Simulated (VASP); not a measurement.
A run of VASP 6.6.1 is set up as follows.

The input POSCAR:

```
Si2Mo
1.0
   -1.5955892266      1.5955892266      3.8997993901
    1.5955892266     -1.5955892266      3.8997993901
    1.5955892266      1.5955892266     -3.8997993901
Si Mo
2 1
Direct
    0.3351328805      0.3351328805      0.0000000000
    0.6648671195      0.6648671195      0.0000000000
    0.0000000000      0.0000000000      0.0000000000
```

The input INCAR.step1:

```
  ALGO = Normal
  EDIFF = 1E-4
  ENCUT = 520
  GGA = PE
  ISMEAR = 0
  LASPH = True
  LCHARG = False
  LREAL = False
  LWAVE = True
  NBANDS = 18
  NELM = 100
  PREC = Accurate
  SIGMA = 0.1
```

File INCAR.step2:

```
  ALGO = Normal
  EDIFF = 1E-7
  ENCUT = 520
  ISIF = 2
  ISMEAR = 0
  ISTART = 1
  LASPH = True
  LCHARG = False
  LMIXTAU = True
  LREAL = False
  LWAVE = False
  METAGGA = R2SCAN
  NBANDS = 18
  NELM = 100
  PREC = Accurate
  SIGMA = 0.1
```

File KPOINTS:

```
k-points
0
Gamma
  18 18 18
```

Potentials or basis: VASP PAW PBE potentials, release 64 (Si, Mo_sv).

Run with:

```sh
$ cat potpaw_PBE.64/Si/POTCAR potpaw_PBE.64/Mo_sv/POTCAR > POTCAR
$ cp INCAR.step1 INCAR
$ mpirun -np 1 vasp_std > vasp.out
$ cp INCAR.step2 INCAR
$ mpirun -np 1 vasp_std > vasp.out
```

(1) Predict the band gap on the k mesh.

(2) Predict the pressure.

Answers

(1) zero (bands 11 and 12 overlap by 1.03 eV).

(2) 2.4 GPa.

Caveat: the PAW data sets were made with another functional, which shifts forces and pressure a little.
